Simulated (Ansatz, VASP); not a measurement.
# Two plane-wave programs on AlN

```
Al N
1.0
     0.00000    2.15443    2.15443
     2.15443    0.00000    2.15443
     2.15443    2.15443    0.00000
Al N
1 1
Cartesian
  0.0000 0.0000 0.0000
  1.0772 1.0772 1.0772
```

Alike in both runs: task relaxation of cell and atoms; functional r2SCAN; k mesh 15 × 15 × 15; occupations fermi-dirac, width 0.08 eV; no spin polarisation.

```csv
,VASP,Ansatz
version,VASP 6.6.1,Ansatz 0.2.0
potentials or method,"VASP PAW PBE potentials, release 64 (Al, N)","PAW with Ansatz's default frozen-core files, scalar-relativistic"
plane-wave cutoff (eV),600,500
valence electrons in the cell,8,8
```

VASP gave:

```
gap on the k mesh at the Fermi level, each at its own relaxed structure (eV) : 4.00
relaxed volume (Å³/atom)                                                     : 10.41
relaxed cell length with the largest relative difference (Å)                 : 3.088
```

Problem. Estimate Ansatz's values.

Solution. gap on the k mesh at the Fermi level, each at its own relaxed structure (eV): 4.01; relaxed volume (Å³/atom): 10.43; relaxed cell length with the largest relative difference (Å): 3.090.

VASP's potentials were made for PBE, not for r2SCAN.
